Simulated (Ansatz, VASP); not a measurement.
**CuO in VASP and in Ansatz**

Contents of INCAR:

```
SYSTEM = CuO
  PREC = Accurate
  ENCUT = 520
  EDIFF = 1E-7
  ISMEAR = 0
  SIGMA = 0.1
  LREAL = .False.
  LASPH = .True.
  NELM = 60
  ALGO = Normal
  ISIF = 2
  LWAVE = .False.
  LCHARG = .False.
  GGA = PS
  NBANDS = 44
```

Contents of KPOINTS:

```
regular mesh
0
Gamma
  10 10 8
  0 0 0
```

POSCAR

```
CuO
1.0
    4.0850661606      0.0000000000      0.0000000000
    0.0000000000      4.1007163537      0.0000000000
    0.0000000000      0.0000000000      4.8885742354
Cu O
4 4
Direct
    0.2500000000      0.2500000000      0.5000000000
    0.2500000000      0.7500000000      0.0000000000
    0.7500000000      0.7500000000      0.5000000000
    0.7500000000      0.2500000000      0.0000000000
    0.5000000000      0.0000000000      0.7500000000
    0.5000000000      0.0000000000      0.2500000000
    0.0000000000      0.5000000000      0.7500000000
    0.0000000000      0.5000000000      0.2500000000
```

Input for Ansatz:

```yaml
crystal:
  lattice:
    - [4.0850661606, 0.0, 0.0]
    - [0.0, 4.1007163537, 0.0]
    - [0.0, 0.0, 4.8885742354]
  atoms:
    - { symbol: Cu, position: [0.25, 0.25, 0.5] }
    - { symbol: Cu, position: [0.25, 0.75, 0.0] }
    - { symbol: Cu, position: [0.75, 0.75, 0.5] }
    - { symbol: Cu, position: [0.75, 0.25, 0.0] }
    - { symbol: O, position: [0.5, 0.0, 0.75] }
    - { symbol: O, position: [0.5, 0.0, 0.25] }
    - { symbol: O, position: [0.0, 0.5, 0.75] }
    - { symbol: O, position: [0.0, 0.5, 0.25] }
basis:
  ecutwfc: 420
kpoints:
  mp_grid: { grid: [10, 10, 8] }
hamiltonian:
  xc: pbesol
scf:
  occupations: { method: gaussian, width: 0.1 }
output:
  forces: true
  stress: true
  eigenvalues: true
```

Change from the starting cell: strain along c alone, the other axes held, atoms relaxed: -4.0 %.

Alike in both runs: task single point; functional PBEsol; k mesh 10 × 10 × 8; occupations gaussian, width 0.1 eV; no spin polarisation.

```csv
,VASP,Ansatz
version,VASP 6.6.1,Ansatz 0.2.0
potentials or method,"VASP PAW PBE potentials, release 64 (Cu, O), cutoff 520 eV","scalar-relativistic, plane waves, PAW"
valence electrons in the cell,68,100
```

|  | VASP | Ansatz | Ansatz less VASP |
| --- | --- | --- | --- |
| gap on the k mesh at the Fermi level (eV) | none | none | - |
| pressure (GPa) | 10.8 | 9.9 | -0.94 |
| traceless stress, the component that is largest in VASP (GPa) | 6.75 | 6.43 | -0.312 |

VASP's potentials were made for PBE, not for PBEsol. A gap of «none» marks a metal or a gap that the smearing closes. VASP's potentials hold 68 valence electrons a cell and Ansatz's 100, so a difference there can come from the potentials and not from the codes.
